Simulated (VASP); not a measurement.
Set up this calculation in VASP 6.6.1, as the native input.

```yaml
Task: single point
Functional: LDA
Potentials_or_basis: VASP PAW LDA potentials, release 64 (Sn_d, Te)
Cutoff: 520 eV
k_mesh: 11 × 11 × 11
Occupations: fermi-dirac, width 0.08 eV
Spin: no spin polarisation
Dipole_correction: no
Further_INCAR_settings: ALGO = Normal; EDIFF = 1e-06; NBANDS = 17
```

The structure of SnTe lies in POSCAR:

```
SnTe
1.0
    0.0000000000      3.1980376582      3.1980376582
    3.1980376582      0.0000000000      3.1980376582
    3.1980376582      3.1980376582      0.0000000000
Sn Te
1 1
Direct
    0.0000000000      0.0000000000      0.0000000000
    0.5000000000      0.5000000000      0.5000000000
```

This cell differs from its parent crystal: volume scaled by 1.04.

These files were run (other wordings do the same):

INCAR

```
SYSTEM = SnTe
PREC = Accurate
ENCUT = 520
EDIFF = 1E-6
ISMEAR = -1
SIGMA = 0.08
LREAL = .False.
LASPH = .True.
NELM = 60
ALGO = Normal
ISIF = 2
LWAVE = .False.
LCHARG = .False.
NBANDS = 17
```

KPOINTS

```
regular mesh
0
Gamma
  11 11 11
  0 0 0
```

Potentials or basis: VASP PAW LDA potentials, release 64 (Sn_d, Te).

Launch:

```console
$ cat potpaw_LDA.64/Sn_d/POTCAR potpaw_LDA.64/Te/POTCAR > POTCAR
$ mpirun -np 1 vasp_std > vasp.out
```

It gave:

```
Pressure : -3.2 GPa
```

It took 41 s on 1 thread of Intel(R) Xeon(R) Platinum 8259CL CPU @ 2.50GHz (Skylake/Cascade Lake) (shared host), peak memory 0.21 GiB.
